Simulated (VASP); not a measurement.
Set up this calculation in VASP 6.6.1, as the native input.

```yaml
Task: relaxation of cell and atoms
Functional: PBE
Potentials_or_basis: VASP PAW PBE potentials, release 64 (Sn_d, O)
Cutoff: 600 eV
k_mesh: 6 × 6 × 6
Occupations: fermi-dirac, width 0.1 eV
Spin: no spin polarisation
Target_pressure: 8 GPa
Dipole_correction: no
Further_INCAR_settings: ALGO = Normal; EDIFF = 1e-06; IBRION = 2; EDIFFG = -0.01; NSW = 80; ISIF = 3
```

The structure of SnO (Romarchite) lies in POSCAR:

```
SnO
1.0
    3.7986000000      0.0000000000      0.0000000000
    0.0000000000      3.7986000000      0.0000000000
    0.0000000000      0.0000000000      4.8408000000
Sn O
2 2
Direct
    0.5000000000      0.0000000000      0.2369000000
    0.0000000000      0.5000000000      0.7631000000
    0.0000000000      0.0000000000      0.0000000000
    0.5000000000      0.5000000000      0.0000000000
```

The input as run:

INCAR

```
PREC     = Accurate       # precision mode
ENCUT    = 600            # plane-wave cutoff, eV
EDIFF    = 1E-6           # SCF threshold, eV
ISMEAR   = -1             # smearing method
SIGMA    = 0.1            # smearing width, eV
LREAL    = False          # projectors in reciprocal space
LASPH    = True           # aspherical terms in the spheres
NELM     = 60             # most SCF steps
ALGO     = Normal         # electronic algorithm
ISIF     = 3              # what is computed and relaxed
LWAVE    = False          # write WAVECAR
LCHARG   = False          # write CHGCAR
GGA      = PE             # functional
IBRION   = 2              # ionic algorithm
NSW      = 80             # ionic steps
EDIFFG   = -0.01          # ionic threshold
PSTRESS  = 80.0
```

KPOINTS

```
Automatic mesh
0
Gamma
  6 6 6
```

Potentials or basis: VASP PAW PBE potentials, release 64 (Sn_d, O).

Command:

```bash
$ cat potpaw_PBE.64/Sn_d/POTCAR potpaw_PBE.64/O/POTCAR > POTCAR
$ mpirun -np 1 vasp_std > vasp.out
```

It gave:

* Relaxed volume: 15.69 Å³/atom
* Relaxed cell: a = 3.761 Å, b = 3.761 Å, c = 4.436 Å, α = 90.00°, β = 90.00°, γ = 90.00°
* Space group after relaxing (to 0.05 Å): P4/nmm (No. 129)
* Energy change on relaxing (the enthalpy is what falls): +44.5 meV/atom
* Ionic steps: 14
* Pressure after relaxing: 8.0 GPa
* Band gap on the k mesh: zero (band 20 reaches 8.59 eV, above the bottom of band 21 at 7.87 eV)

Caveat: the cell is relaxed towards a set pressure, so the enthalpy falls and the energy may rise; spin-orbit coupling is left out, which moves the levels of the heavy elements.

Wall time 19 min on 1 thread of AMD EPYC 7R13, on a shared host, peak memory 0.21 GiB.
